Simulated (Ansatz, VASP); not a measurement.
## Two plane-wave programs on MoS2

The input INCAR:

```
  PREC = Accurate
  ENCUT = 500
  EDIFF = 1E-6
  ISMEAR = 0
  SIGMA = 0.05
  LREAL = False
  LASPH = True
  NELM = 120
  ALGO = Normal
  ISIF = 2
  LWAVE = False
  LCHARG = True
  GGA = PE
  IVDW = 12
  LELF = True
  LVHAR = True
  NBANDS = 20
  GGA_COMPAT = False
```

Contents of KPOINTS:

```
Automatic mesh
0
Gamma
  12 12 6
```

The input POSCAR:

```
MoS2
1.0
    3.0359154486      0.0000000000      0.0000000000
   -1.5179577243      2.6291799022      0.0000000000
    0.0000000000      0.0000000000      6.5788287770
Mo S
1 2
Direct
    0.0000000000      0.0000000000      0.0000000000
    0.3333333333      0.6666666667      0.2357940733
    0.3333333333      0.6666666667      0.7642059267
```

Input for Ansatz:

```yaml
crystal:
  lattice:
    - [3.0359154486, 0.0, 0.0]
    - [-1.5179577243, 2.6291799022, 0.0]
    - [0.0, 0.0, 6.578828777]
  atoms:
    - { symbol: Mo, position: [0.0, 0.0, 0.0] }
    - { symbol: S, position: [0.3333333333, 0.6666666667, 0.2357940733] }
    - { symbol: S, position: [0.3333333333, 0.6666666667, 0.7642059267] }
basis:
  ecutwfc: 420
kpoints:
  mp_grid: { grid: [12, 12, 6] }
hamiltonian:
  xc: pbe
  dispersion: d3bj
scf:
  occupations: { method: gaussian, width: 0.05 }
output:
  forces: true
  stress: true
  eigenvalues: true
  write_density: true
  write_potential: true
  elf: true
  volumetric_format: npy
```

Alike in both runs: task single point; functional PBE; dispersion D3(BJ); k mesh 12 × 12 × 6; occupations gaussian, width 0.05 eV; no spin polarisation.

|  | VASP | Ansatz |
| --- | --- | --- |
| version | VASP 6.6.1 | Ansatz 0.2.0 |
| potentials or method | VASP PAW PBE potentials, release 64 (Mo_sv, S), cutoff 500 eV | scalar-relativistic, plane waves, PAW |
| valence electrons in the cell | 26 | 26 |

|  | VASP | Ansatz | Ansatz less VASP |
| --- | --- | --- | --- |
| gap on the k mesh at the Fermi level (eV) | 1.35 | 1.34 | -0.012 |
| least direct gap on the mesh (eV) | 2.14 | 2.13 | -0.005 |
| pressure (GPa) | 13.6 | 13.8 | +0.19 |
| traceless stress, the component that is largest in VASP (GPa) | -2.50 | -2.42 | +0.079 |
| rms of the force components (eV/Å) | 0.542 | 0.552 | +0.0097 |

Atom by atom the forces differ by 0.010 eV/Å (rms over components).
